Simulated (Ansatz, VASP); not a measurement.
Two plane-wave programs on Ba2SeO

```
O Ba Se
1.0
     4.31121    0.00000    0.00000
     0.00000    4.31121    0.00000
     0.00000    0.00000    6.10786
O Ba Se
1 2 1
Direct
  0.00000 0.00000 0.00000
  0.00000 0.00000 0.50000
  0.50000 0.50000 0.00000
  0.50000 0.50000 0.50000
```

Alike in both runs: task single point; functional r2SCAN; k mesh 6 × 6 × 4; no spin polarisation.

```csv
,VASP,Ansatz
version,VASP 6.6.1,Ansatz 0.2.0
potentials or method,"VASP PAW PBE potentials, release 64 (O, Ba_sv, Se)","plane waves, PAW"
plane-wave cutoff (eV),520,500
occupations,"gaussian, width 0.01 eV",fixed
valence electrons in the cell,32,42
```

|  | VASP | Ansatz | Ansatz less VASP |
| --- | --- | --- | --- |
| gap on the k mesh at the Fermi level (eV) | 1.71 | 1.78 | +0.067 |
| pressure (GPa) | 4.2 | 3.3 | -0.89 |

VASP's potentials were made for PBE, not for r2SCAN. VASP's potentials hold 32 valence electrons a cell and Ansatz's 42, so a difference there can come from the potentials and not from the codes.

Neither program's run includes spin-orbit coupling.
